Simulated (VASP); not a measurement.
# BaTiO3 (Pm-3m) in VASP: single point with r2SCAN+U

Aim: the single point of BaTiO3 with r2SCAN+U.

Program: VASP 6.6.1. These are calculated values, not measurements. Logs are shortened: lines on timing, memory, paths and dates and some standing lists are left out, and cuts for length are marked.

## (1) The cell of the first run

Symmetry: Pm-3m, No. 221, cubic system. The conventional cell has a = 4.003 Å, b = 4.003 Å, c = 4.003 Å, α = 90.00°, β = 90.00°, γ = 90.00°. Ba (site symmetry m-3m) has 12 O at 2.83 Å and 8 Ti at 3.47 Å within 3.7 Å. Ti (site symmetry m-3m) has 6 O at 2.00 Å within 2.7 Å. O (site symmetry 4/mmm) has 2 Ti at 2.00 Å within 2.7 Å. O (site symmetry 4/mmm) has 2 Ti at 2.00 Å within 2.7 Å.

## (2) Single point, r2SCAN+U

POSCAR

```
BaTiO3
1.0
   -4.0033900900     -4.0033900900      0.0000000000
   -4.0033900900      4.0033900900      0.0000000000
    0.0000000000      0.0000000000     -4.0033900900
Ba Ti O
2 2 6
Direct
    0.0000000000      0.5000000000      0.5000000000
    0.5000000000      0.0000000000      0.5000000000
    0.0000000000      0.0000000000      0.0000000000
    0.5000000000      0.5000000000      0.0000000000
    0.7500000000      0.7500000000      0.0000000000
    0.2500000000      0.2500000000      0.0000000000
    0.7500000000      0.2500000000      0.0000000000
    0.2500000000      0.7500000000      0.0000000000
    0.0000000000      0.0000000000      0.5000000000
    0.5000000000      0.5000000000      0.5000000000
```

INCAR.step1

```
ALGO = Normal
EDIFF = 1E-4
ENCUT = 520
GGA = PE
ISMEAR = -1
LASPH = T
LCHARG = F
LDAU = T
LDAUJ = 0 0 0
LDAUL = -1 2 -1
LDAUTYPE = 2
LDAUU = 0 3.26 0
LMAXMIX = 4
LREAL = F
LWAVE = T
NBANDS = 51
NELM = 150
PREC = Accurate
SIGMA = 0.1
```

INCAR.step2

```
ALGO = Normal
EDIFF = 1E-6
ENCUT = 520
ISIF = 2
ISMEAR = -1
ISTART = 1
LASPH = T
LCHARG = T
LDAU = T
LDAUJ = 0 0 0
LDAUL = -1 2 -1
LDAUPRINT = 1
LDAUTYPE = 2
LDAUU = 0 3.26 0
LELF = T
LMAXMIX = 4
LMIXTAU = T
LREAL = F
LVHAR = T
LWAVE = F
METAGGA = R2SCAN
NBANDS = 51
NELM = 150
PREC = Accurate
SIGMA = 0.1
```

KPOINTS

```
k-points
0
Gamma
  5 5 6
```

Potentials or basis: VASP PAW PBE potentials, release 64 (Ba_sv, Ti_sv, O).

Run with:

```console
cat potpaw_PBE.64/Ba_sv/POTCAR potpaw_PBE.64/Ti_sv/POTCAR potpaw_PBE.64/O/POTCAR > POTCAR
cp INCAR.step1 INCAR
mpirun -np 1 vasp_std > vasp.out
cp INCAR.step2 INCAR
mpirun -np 1 vasp_std > vasp.out
```

OUTCAR:

```text
EDIFF = 1E-6
   ENCUT = 520
   ISIF = 2
   ISMEAR = -1
   ISTART = 1
   LASPH = T
   LREAL = F
   METAGGA = R2SCAN
   NELM = 150
   PREC = Accurate

 ion  position               nearest neighbor table
   1  0.000  0.500  0.500-   5 2.83   6 2.83   7 2.83   8 2.83   9 2.83  10 2.83   5 2.83   6 2.83
                             7 2.83   8 2.83   9 2.83  10 2.83   3 3.47   4 3.47   3 3.47   3 3.47
   2  0.500  0.000  0.500-   5 2.83   6 2.83   7 2.83   8 2.83   9 2.83  10 2.83   5 2.83   6 2.83
                             7 2.83   8 2.83  10 2.83   9 2.83   3 3.47   4 3.47   4 3.47   3 3.47
   3  0.000  0.000  0.000-   5 2.00   6 2.00   7 2.00   8 2.00   9 2.00   9 2.00   1 3.47   1 3.47
                             2 3.47   2 3.47   1 3.47   1 3.47   2 3.47   2 3.47
   4  0.500  0.500  0.000-   5 2.00   6 2.00   7 2.00   8 2.00  10 2.00  10 2.00   1 3.47   1 3.47
                             2 3.47   2 3.47   2 3.47   2 3.47   1 3.47   1 3.47
   5  0.750  0.750  0.000-   3 2.00   4 2.00   1 2.83   2 2.83   1 2.83   2 2.83
   6  0.250  0.250  0.000-   3 2.00   4 2.00   1 2.83   2 2.83   1 2.83   2 2.83
   7  0.750  0.250  0.000-   3 2.00   4 2.00   1 2.83   2 2.83   1 2.83   2 2.83
   8  0.250  0.750  0.000-   3 2.00   4 2.00   1 2.83   2 2.83   1 2.83   2 2.83
   9  0.000  0.000  0.500-   3 2.00   3 2.00   1 2.83   2 2.83   1 2.83   2 2.83
  10  0.500  0.500  0.500-   4 2.00   4 2.00   1 2.83   2 2.83   2 2.83   1 2.83

  LATTYP: Found a simple tetragonal cell.
 ALAT       =     5.6616485607
 C/A-ratio  =     0.7071067812

  Lattice vectors:

 A1 = (  -4.0033900900,  -4.0033900900,   0.0000000000)
 A2 = (  -4.0033900900,   4.0033900900,   0.0000000000)
 A3 = (   0.0000000000,   0.0000000000,  -4.0033900900)

Analysis of symmetry for initial positions (statically):
=====================================================================
 Subroutine PRICEL returns following result:

  LATTYP: Found a simple cubic cell.
 ALAT       =     4.0033900900

  Lattice vectors:

 A1 = (   0.0000000000,  -4.0033900900,   0.0000000000)
 A2 = (  -4.0033900900,   0.0000000000,   0.0000000000)
 A3 = (   0.0000000000,   0.0000000000,  -4.0033900900)

   2 primitive cells build up your supercell.

 Routine SETGRP: Setting up the symmetry group for a
 simple tetragonal supercell.

 Subroutine GETGRP returns: Found 16 space group operations
 (whereof 16 operations were pure point group operations)
 out of a pool of 16 trial point group operations.

The static configuration has the point symmetry D_4h.

Analysis of symmetry for dynamics (positions and initial velocities):
=====================================================================
 Subroutine PRICEL returns following result:

  LATTYP: Found a simple cubic cell.
 ALAT       =     4.0033900900

  Lattice vectors:

 A1 = (   0.0000000000,  -4.0033900900,   0.0000000000)
 A2 = (  -4.0033900900,   0.0000000000,   0.0000000000)
 A3 = (   0.0000000000,   0.0000000000,  -4.0033900900)

   2 primitive cells build up your supercell.

 Routine SETGRP: Setting up the symmetry group for a
 simple tetragonal supercell.

 Subroutine GETGRP returns: Found 16 space group operations
 (whereof 16 operations were pure point group operations)
 out of a pool of 16 trial point group operations.

The dynamic configuration has the point symmetry D_4h.

 Subroutine INISYM returns: Found 16 space group operations
 (whereof 16 operations are pure point group operations),
 and found     2 'primitive' translations

----------------------------------------------------------------------------------------

                                     Primitive cell

  volume of cell :      64.1629

  direct lattice vectors                    reciprocal lattice vectors
     0.000000000 -4.003390090  0.000000000     0.000000000 -0.249788299  0.000000000
    -4.003390090  0.000000000  0.000000000    -0.249788299  0.000000000  0.000000000
[... 107 lines left out ...]
   IALGO  =     38    algorithm
   IMIX   =      4    mixing-type and parameters
     AMIX     =   0.40;   BMIX     =  1.00
     AMIX_MAG =   1.60;   BMIX_MAG =  1.00
  volume/ion in A,a.u.               =      12.83        86.60
  Fermi-wavevector in a.u.,A,eV,Ry     =   1.398514  2.642809 26.610850  1.955842
  Thomas-Fermi vector in A             =   2.521665
   LORBIT       =      0    0 simple, 1 ext, 2 COOP (PROOUT), +10 PAW based schemes
 LDA+U is selected, type is set to LDAUTYPE =  2
   angular momentum for each species LDAUL =    -1    2   -1
   U (eV)           for each species LDAUU =   0.0  3.3  0.0
   J (eV)           for each species LDAUJ =   0.0  0.0  0.0
   METAGGA = R2SCAN    functional components
   LHFCALC =     F    Hartree Fock is set to
   AEXX    =    0.0000 exact exchange contribution
   IVDW    =     0    specifies the selected vdW correction
   LEPSILON=     F    determine dielectric tensor
   LRPA    =     F    only Hartree local field effects (RPA)
 non-spin polarized calculation
  energy-cutoff  :      520.00
  volume of cell :      128.33
 maximum number of plane-waves:      3486
 NGX is ok and might be reduce to    42
   NGX = 21   NGY = 21   NGZ = 15

atom =   3  type =  2  l = 2

 onsite density matrix

spin component  1

  0.0983 -0.0000  0.0000  0.0000  0.0000
 -0.0000  0.0983 -0.0000  0.0000 -0.0000
  0.0000 -0.0000  0.2357 -0.0000 -0.0000
  0.0000  0.0000 -0.0000  0.0983  0.0000
  0.0000 -0.0000 -0.0000  0.0000  0.2357

spin component  2

  0.0983 -0.0000  0.0000  0.0000  0.0000
 -0.0000  0.0983 -0.0000  0.0000 -0.0000
  0.0000 -0.0000  0.2357 -0.0000 -0.0000
  0.0000  0.0000 -0.0000  0.0983  0.0000
  0.0000 -0.0000 -0.0000  0.0000  0.2357

 occupancies and eigenvectors

  o =  0.0983  v =  1.0000  0.0000  0.0000  0.0000  0.0000  0.0000  0.0000  0.0000  0.0000  0.0000      0.0000  0.0000  0.0000  0.0000  0.0000  0.0000  0.0000  0.0000  0.0000  0.0000
  o =  0.0983  v =  0.0000  0.0000  0.0000  0.0000  0.0000  1.0000  0.0000  0.0000  0.0000  0.0000      0.0000  0.0000  0.0000  0.0000  0.0000  0.0000  0.0000  0.0000  0.0000  0.0000
  o =  0.0983  v =  0.0000  0.9934  0.0000  0.1151 -0.0000  0.0000  0.0000  0.0000  0.0000  0.0000      0.0000  0.0000  0.0000  0.0000  0.0000  0.0000  0.0000  0.0000  0.0000  0.0000
  o =  0.0983  v =  0.0000  0.0000  0.0000  0.0000  0.0000  0.0000  0.9934  0.0000  0.1151 -0.0000      0.0000  0.0000  0.0000  0.0000  0.0000  0.0000  0.0000  0.0000  0.0000  0.0000
  o =  0.0983  v =  0.0000  0.0000  0.0000  0.0000  0.0000  0.0000  0.1151 -0.0000 -0.9934  0.0000      0.0000  0.0000  0.0000  0.0000  0.0000  0.0000  0.0000  0.0000  0.0000  0.0000
  o =  0.0983  v =  0.0000  0.1151 -0.0000 -0.9934  0.0000  0.0000  0.0000  0.0000  0.0000  0.0000      0.0000  0.0000  0.0000  0.0000  0.0000  0.0000  0.0000  0.0000  0.0000  0.0000
  o =  0.2357  v =  0.0000  0.0000  0.0000  0.0000  0.0000  0.0000  0.0000 -1.0000  0.0000 -0.0000      0.0000  0.0000  0.0000  0.0000  0.0000  0.0000  0.0000  0.0000  0.0000  0.0000
  o =  0.2357  v =  0.0000  0.0000 -1.0000  0.0000 -0.0000  0.0000  0.0000  0.0000  0.0000  0.0000      0.0000  0.0000  0.0000  0.0000  0.0000  0.0000  0.0000  0.0000  0.0000  0.0000
  o =  0.2357  v =  0.0000  0.0000  0.0000  0.0000  0.0000  0.0000  0.0000 -0.0000  0.0000  1.0000      0.0000  0.0000  0.0000  0.0000  0.0000  0.0000  0.0000  0.0000  0.0000  0.0000
  o =  0.2357  v =  0.0000  0.0000 -0.0000  0.0000  1.0000  0.0000  0.0000  0.0000  0.0000  0.0000      0.0000  0.0000  0.0000  0.0000  0.0000  0.0000  0.0000  0.0000  0.0000  0.0000

atom =   4  type =  2  l = 2

 onsite density matrix

spin component  1

  0.0983  0.0000  0.0000  0.0000  0.0000
  0.0000  0.0983 -0.0000  0.0000 -0.0000
  0.0000 -0.0000  0.2357 -0.0000  0.0000
  0.0000  0.0000 -0.0000  0.0983  0.0000
  0.0000 -0.0000  0.0000  0.0000  0.2357

spin component  2

  0.0983  0.0000  0.0000  0.0000  0.0000
  0.0000  0.0983 -0.0000  0.0000 -0.0000
  0.0000 -0.0000  0.2357 -0.0000  0.0000
  0.0000  0.0000 -0.0000  0.0983  0.0000
  0.0000 -0.0000  0.0000  0.0000  0.2357

 occupancies and eigenvectors

  o =  0.0983  v =  1.0000  0.0000  0.0000  0.0000  0.0000  0.0000  0.0000  0.0000  0.0000  0.0000      0.0000  0.0000  0.0000  0.0000  0.0000  0.0000  0.0000  0.0000  0.0000  0.0000
  o =  0.0983  v =  0.0000  0.0000  0.0000  0.0000  0.0000  1.0000  0.0000  0.0000  0.0000  0.0000      0.0000  0.0000  0.0000  0.0000  0.0000  0.0000  0.0000  0.0000  0.0000  0.0000
  o =  0.0983  v =  0.0000  0.4934  0.0000  0.8698  0.0000  0.0000  0.0000  0.0000  0.0000  0.0000      0.0000  0.0000  0.0000  0.0000  0.0000  0.0000  0.0000  0.0000  0.0000  0.0000
  o =  0.0983  v =  0.0000  0.0000  0.0000  0.0000  0.0000  0.0000  0.4934  0.0000  0.8698  0.0000      0.0000  0.0000  0.0000  0.0000  0.0000  0.0000  0.0000  0.0000  0.0000  0.0000
  o =  0.0983  v =  0.0000 -0.8698 -0.0000  0.4934  0.0000  0.0000  0.0000  0.0000  0.0000  0.0000      0.0000  0.0000  0.0000  0.0000  0.0000  0.0000  0.0000  0.0000  0.0000  0.0000
  o =  0.0983  v =  0.0000  0.0000  0.0000  0.0000  0.0000  0.0000 -0.8698 -0.0000  0.4934  0.0000      0.0000  0.0000  0.0000  0.0000  0.0000  0.0000  0.0000  0.0000  0.0000  0.0000
  o =  0.2357  v =  0.0000  0.0000  0.0000  0.0000  0.0000  0.0000 -0.0000  1.0000  0.0000 -0.0000      0.0000  0.0000  0.0000  0.0000  0.0000  0.0000  0.0000  0.0000  0.0000  0.0000
  o =  0.2357  v =  0.0000 -0.0000  1.0000  0.0000 -0.0000  0.0000  0.0000  0.0000  0.0000  0.0000      0.0000  0.0000  0.0000  0.0000  0.0000  0.0000  0.0000  0.0000  0.0000  0.0000
  o =  0.2357  v =  0.0000  0.0000  0.0000  0.0000  0.0000  0.0000 -0.0000 -0.0000  0.0000 -1.0000      0.0000  0.0000  0.0000  0.0000  0.0000  0.0000  0.0000  0.0000  0.0000  0.0000
  o =  0.2357  v =  0.0000 -0.0000 -0.0000  0.0000 -1.0000  0.0000  0.0000  0.0000  0.0000  0.0000      0.0000  0.0000  0.0000  0.0000  0.0000  0.0000  0.0000  0.0000  0.0000  0.0000

 number of electron      79.9999954 magnetization

 Free energy of the ion-electron system (eV)
  ---------------------------------------------------
  ext. energy  EPLUGINS =         0.00000000
  ---------------------------------------------------
  free energy    TOTEN  =      -144.24153716 eV

  energy without entropy =     -144.24153532  energy(sigma->0) =     -144.24153624

 E-fermi :   4.9624     XC(G=0): -11.9202

 val. band max:        3.6372325108   @ k =   0.0000   0.0000   0.5000
 cond. band min:       6.1957772809   @ k =   0.0000   0.0000   0.0000
 fundamental gap:      2.5585447700
 Fermi energy:         4.9623525616

 k-point     1 :       0.0000    0.0000    0.0000
  band No.  band energies     occupation
      1     -56.1178      2.00000
      2     -56.1157      2.00000
      3     -31.2808      2.00000
      4     -31.2808      2.00000
      5     -31.2336      2.00000
      6     -31.2326      2.00000
[... 1285 lines left out ...]
     50      11.7189      0.00000
     51      12.0125      0.00000

------------------------ aborting loop because EDIFF is reached ----------------------------------------

  FORCE on cell =-STRESS in cart. coord.  units (eV):
  Direction    XX          YY          ZZ          XY          YZ          ZX
  --------------------------------------------------------------------------------------
  -------------------------------------------------------------------------------------
  Total        2.6784305      2.6784305      2.6627352      0.0000000      0.0000000      0.0000000
  in kB       33.4408453     33.4408453     33.2448848      0.0000000      0.0000000      0.0000000
  external PRESSURE =      33.3755251 kB  Pullay stress =       0.0000000 kB

 VOLUME and BASIS-vectors are now :
 -----------------------------------------------------------------------------
  energy-cutoff  :      520.00
  volume of cell :      128.33
      direct lattice vectors                 reciprocal lattice vectors
    -4.003390090 -4.003390090  0.000000000    -0.124894149 -0.124894149  0.000000000
    -4.003390090  4.003390090  0.000000000    -0.124894149  0.124894149  0.000000000
     0.000000000  0.000000000 -4.003390090     0.000000000  0.000000000 -0.249788299

 POSITION                                       TOTAL-FORCE (eV/Angst)
 -----------------------------------------------------------------------------------
     -2.00170      2.00170     -2.00170         0.000000     -0.000000     -0.000000
     -2.00170     -2.00170     -2.00170         0.000000     -0.000000     -0.000000
      0.00000      0.00000      0.00000         0.000000     -0.000000     -0.000000
     -4.00339      0.00000      0.00000        -0.000000     -0.000000     -0.000000
     -6.00509      0.00000      0.00000        -0.000000     -0.000000     -0.000000
     -2.00170      0.00000      0.00000         0.000000      0.000000     -0.000000
     -4.00339     -2.00170      0.00000        -0.000000     -0.000000      0.000000
     -4.00339      2.00170      0.00000         0.000000      0.000000      0.000000
      0.00000      0.00000     -2.00170        -0.000000      0.000000     -0.000000
     -4.00339      0.00000     -2.00170         0.000000      0.000000     -0.000000
 -----------------------------------------------------------------------------------
    total drift:                               -0.000000     -0.000000      0.000000

  FREE ENERGIE OF THE ION-ELECTRON SYSTEM (eV)
  ---------------------------------------------------
  free  energy   TOTEN  =      -144.2415371606 eV

  energy  without entropy=     -144.2415353179  energy(sigma->0) =     -144.24153624
```

Wall time 12 min (1 thread of AMD EPYC 7R43 (Zen 3), shared host); peak memory 0.28 GiB.

What came out:

- Free energy: -144.2415 eV
- Pressure: 3.3 GPa
- Band gap on the k mesh: 2.56 eV

Levels at points of the mesh, in eV from the valence-band top:
```csv
k point,band 36,band 37,band 38,band 39,band 40,band 41,band 42,band 43,band 44,band 45
"(0.00, 0.00, 0.00)",-0.90,-0.19,-0.19,-0.19,-0.09,2.56,2.56,2.56,4.21,4.22
"(0.00, 0.00, 0.50)",-0.80,-0.80,0.00,0.00,0.00,2.73,4.22,4.24,4.24,4.94
```

Eigenvalues of the final occupation matrices:
| site | spin | trace | eigenvalues |
| --- | --- | --- | --- |
| site 3 d | 1 | 0.77 | 0.10 0.10 0.10 0.24 0.24 |
| site 3 d | 2 | 0.77 | 0.10 0.10 0.10 0.24 0.24 |
| site 4 d | 1 | 0.77 | 0.10 0.10 0.10 0.24 0.24 |
| site 4 d | 2 | 0.77 | 0.10 0.10 0.10 0.24 0.24 |

Caveat: the PAW data sets were made with another functional, which shifts forces and pressure a little; spin-orbit coupling is left out, which moves the levels of the heavy elements.
